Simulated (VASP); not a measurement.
Here is a VASP 6.6.1 calculation.

File INCAR:

```
  PREC = Accurate
  ENCUT = 600
  EDIFF = 1E-6
  ISMEAR = -1
  SIGMA = 0.05
  LREAL = False
  LASPH = True
  NELM = 100
  ALGO = Normal
  ISIF = 4
  LWAVE = False
  LCHARG = False
  IBRION = 2
  NSW = 50
  EDIFFG = -0.005
```

Contents of KPOINTS:

```
regular mesh
0
Gamma
  15 15 8
```

POSCAR

```
Ti
1.0
    2.6603589696      0.0000000000      0.0000000000
   -1.3301794848      2.3039384508      0.0000000000
    0.0000000000      0.0000000000      4.2048930846
Ti
2
Direct
    0.3333333333      0.6666666667      0.2500000000
    0.6666666667      0.3333333333      0.7500000000
```

Potentials or basis: VASP PAW LDA potentials, release 64 (Ti_sv).

Run with:

```console
$ cat potpaw_LDA.64/Ti_sv/POTCAR > POTCAR
$ mpirun -np 1 vasp_std > vasp.out
```

(1) Predict the band gap on the k mesh.

## Answers

(1) zero (bands 12 and 13 overlap by 1.40 eV).
